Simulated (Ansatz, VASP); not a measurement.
CdS in VASP and in Ansatz

```
Cd S
1.0
     4.13480    0.02067    0.02067
    -2.04950    3.57050    0.00757
     0.03374    0.03374    6.74900
Cd S
2 2
Direct
  0.33333 0.66667 0.00000
  0.66667 0.33333 0.50000
  0.33333 0.66667 0.38500
  0.66667 0.33333 0.88500
```

Change from the starting cell: equal xy, yz and zx shear strains of +1 %, crystal datasets.

Alike in both runs: task electric field gradients; functional PBEsol; k mesh 7 × 7 × 4; occupations fermi-dirac, width 0.01 eV; no spin polarisation.

```csv
,VASP,Ansatz
version,VASP 6.6.1,Ansatz 0.2.0
potentials or method,"VASP PAW PBE potentials, release 64 (Cd, S), cutoff 520 eV","all-electron PAW with datasets made for the crystal, scalar-relativistic"
```

|  | VASP | Ansatz | Ansatz less VASP |
| --- | --- | --- | --- |
| gap on the k mesh at the Fermi level (eV) | 1.07 | 1.07 | -0.003 |
| pressure (GPa) | -0.2 | -0.5 | -0.37 |
| traceless stress, the component that is largest in VASP (GPa) | -1.42 | -1.37 | +0.054 |
| rms of the force components (eV/Å) | 0.156 | 0.150 | -0.0052 |
| size of Vzz on the site where it differs most (V/Å²) | 35.6 | 32.2 | -3.37 |

VASP's potentials were made for PBE, not for PBEsol. Atom by atom the forces differ by 0.005 eV/Å (rms over components). Ansatz ran all-electron here, and VASP with PAW potentials.
